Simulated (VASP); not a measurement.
BaHfO3, 5 atoms in the cell. The typed cell holds 5 atoms: a = 4.158 Å, b = 4.158 Å, c = 4.158 Å, α = 90.00°, β = 90.00°, γ = 90.00°. 

```yaml
Program: VASP 6.6.1
Task: single point
Functional: PBEsol
Potentials_or_basis: VASP PAW PBE potentials, release 64 (Ba_sv, Hf_pv, O)
Cutoff: 520 eV
k_mesh: 6 × 6 × 6
Occupations: gaussian, width 0.01 eV
Spin: no spin polarisation
Dipole_correction: no
Further_INCAR_settings: ALGO = Normal; EDIFF = 1e-07; NBANDS = 27
```

Potentials or basis: VASP PAW PBE potentials, release 64 (Ba_sv, Hf_pv, O).

Command:

```bash
$ cat potpaw_PBE.64/Ba_sv/POTCAR potpaw_PBE.64/Hf_pv/POTCAR potpaw_PBE.64/O/POTCAR > POTCAR
$ mpirun -np 1 vasp_std > vasp.out
```

Hardware: 1 thread of Intel(R) Xeon(R) 6975P-C (Granite Rapids) (shared host).

Task: How long does it take, and how much memory?

Result: Wall time 30 s on 1 thread of Intel(R) Xeon(R) 6975P-C (Granite Rapids), with other jobs on the host, peak memory 0.22 GiB. Counts: scf iterations 16, k points 40.
